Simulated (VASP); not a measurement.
Here is a VASP 6.6.1 calculation.

INCAR

```
SYSTEM = HfO2
PREC = Accurate
ENCUT = 520
EDIFF = 1E-6
ISMEAR = -1
SIGMA = 0.02
LREAL = .FALSE.
LASPH = .TRUE.
NELM = 60
ALGO = Normal
ISIF = 2
LWAVE = .FALSE.
LCHARG = .FALSE.
GGA = PE
NBANDS = 18
```

The input KPOINTS:

```
Automatic mesh
0
G
  8 8 8
  0 0 0
```

The input POSCAR:

```
HfO2
1.0
    0.0000000000      2.4598827226      2.5291823181
    2.5291823181      0.0000000000      2.5291823181
    2.5291823181      2.4598827226      0.0000000000
Hf O
1 2
Direct
    0.0000000000      0.0000000000      0.0000000000
    0.2500000000      0.2500000000      0.2500000000
    0.7500000000      0.7500000000      0.7500000000
```

Potentials or basis: VASP PAW PBE potentials, release 64 (Hf_pv, O).

Launch:

```sh
$ cat potpaw_PBE.64/Hf_pv/POTCAR potpaw_PBE.64/O/POTCAR > POTCAR
$ mpirun -np 1 vasp_std > vasp.out
```

**Question.** What does it give for the band gap on the k mesh?

**Answer.** 3.59 eV, indirect (least direct gap 3.67 eV).

**Question.** What does it give for the pressure?

**Answer.** 9.9 GPa.

Stress tensor (GPa, compression positive):
```
 5.35  0.00  0.00
 0.00 18.93  0.00
 0.00  0.00  5.35
```

Caveat: the cell differs from its parent crystal (uniaxial y strain -2.7%); spin-orbit coupling is left out, which moves the levels of the heavy elements. A k mesh can miss the band edges.
